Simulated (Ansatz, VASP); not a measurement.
Two plane-wave programs on AlGaN

The input INCAR:

```
PREC = Accurate
ENCUT = 520
EDIFF = 1E-6
ISMEAR = 0
SIGMA = 0.1
LREAL = False
LASPH = True
NELM = 80
ALGO = Normal
ISIF = 2
LWAVE = False
LCHARG = True
GGA = PE
LELF = True
LVHAR = True
NBANDS = 30
```

File KPOINTS:

```
regular mesh
0
Gamma
  6 6 4
```

File POSCAR:

```
AlGaN
1.0
    4.4883204000      0.0000000000      0.0000000000
   -2.2441602000      3.8869994900      0.0000000000
    0.0000000000      0.0000000000      6.1221279500
Al Ga N
2 2 2
Direct
    0.3333333300      0.6666666700      0.7500000000
    0.6666666700      0.3333333300      0.2500000000
    0.0000000000      0.0000000000      0.2500000000
    0.0000000000      0.0000000000      0.7500000000
    0.3333333300      0.6666666700      0.2500000000
    0.6666666700      0.3333333300      0.7500000000
```

Input for Ansatz:

```yaml
crystal:
  lattice:
    - [4.4883204, 0.0, 0.0]
    - [-2.2441602, 3.88699949, 0.0]
    - [0.0, 0.0, 6.12212795]
  atoms:
    - { symbol: Al, position: [0.33333333, 0.66666667, 0.75] }
    - { symbol: Al, position: [0.66666667, 0.33333333, 0.25] }
    - { symbol: Ga, position: [0.0, 0.0, 0.25] }
    - { symbol: Ga, position: [0.0, 0.0, 0.75] }
    - { symbol: "N", position: [0.33333333, 0.66666667, 0.25] }
    - { symbol: "N", position: [0.66666667, 0.33333333, 0.75] }
basis:
  ecutwfc: 420
kpoints:
  mp_grid: { grid: [6, 6, 4] }
hamiltonian:
  xc: pbe
scf:
  occupations: { method: gaussian, width: 0.1 }
  lower_state_search: "off"
output:
  forces: true
  stress: true
  eigenvalues: true
```

Alike in both runs: task single point; functional PBE; k mesh 6 × 6 × 4; occupations gaussian, width 0.1 eV; no spin polarisation.

|  | VASP | Ansatz |
| --- | --- | --- |
| version | VASP 6.6.1 | Ansatz 0.2.0 |
| potentials or method | VASP PAW PBE potentials, release 64 (Al, Ga_d, N), cutoff 520 eV | scalar-relativistic, plane waves, PAW |
| valence electrons in the cell | 42 | 42 |

Ansatz gave:

```
gap on the k mesh at the Fermi level (eV)                     : none
pressure (GPa)                                                : -11.3
traceless stress, the component that is largest in VASP (GPa) : -2.42
```

Task: Which values does VASP return?

Result: gap on the k mesh at the Fermi level (eV): none; pressure (GPa): -11.3; traceless stress, the component that is largest in VASP (GPa): -2.44.

A gap of «none» marks a metal or a gap that the smearing closes.
